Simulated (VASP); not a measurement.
Crystal: Ga3Sb2As.

```xyz
6
Lattice="4.0384 0.0000 0.0000 -2.0192 3.4973 0.0000 0.0000 0.0000 9.8919" Properties=species:S:1:pos:R:3 pbc="T T T"
Ga    0.0000    0.0000    0.0000
Ga    2.0192    1.1658    3.2973
Ga    0.0000    2.3316    6.5946
Sb    2.0192    1.1658    0.8243
Sb    0.0000    2.3316    4.1216
As    0.0000    0.0000    7.4190
```

* Program: VASP 6.6.1
* Task: relaxation of cell and atoms
* Functional: PBE
* Potentials or basis: VASP PAW PBE potentials, release 64 (Ga_d, Sb, As)
* Cutoff: 600 eV
* k mesh: 6 × 6 × 2
* Occupations: gaussian, width 0.1 eV
* Spin: no spin polarisation

At the start: pressure 14.3 GPa; volume 23.28 Å³/atom.

Task: Where does the relaxation end?

Result: Over 8 steps the energy falls by 202.9 meV/atom and the volume is 28.04 Å³/atom (+20.4 %); space group P3m1 (No. 156, to 0.1 Å) before and after.

Step by step:
```
step  energy change (eV)  largest force (eV/Å)  pressure (GPa)  volume (Å³)
   1              0.0000                1.4034           14.27       139.71
   2             -0.9475                0.2815           -3.80       185.97
   3             -1.1594                0.5332           -0.21       169.08
   4             -1.1845                0.3533           -0.10       168.54
   5             -1.2092                0.2432            0.24       167.18
   6             -1.2161                0.1135           -0.07       168.22
   7             -1.2163                0.1247            0.01       168.09
   8             -1.2174                0.0207           -0.11       168.22
```

Final structure:
```
CELL_PARAMETERS angstrom
4.30254 0.00000 0.00000
-2.15127 3.72611 0.00000
0.00000 0.00000 10.49271
ATOMIC_POSITIONS crystal
Ga 0.00000 0.00000 0.98704
Ga 0.66667 0.33333 0.33259
Ga 0.33333 0.66667 0.68017
Sb 0.66667 0.33333 0.07749
Sb 0.33333 0.66667 0.42274
As 0.00000 0.00000 0.74998
```

Caveat: the volume moved by over 15 % at a fixed basis, so the end points are rough.
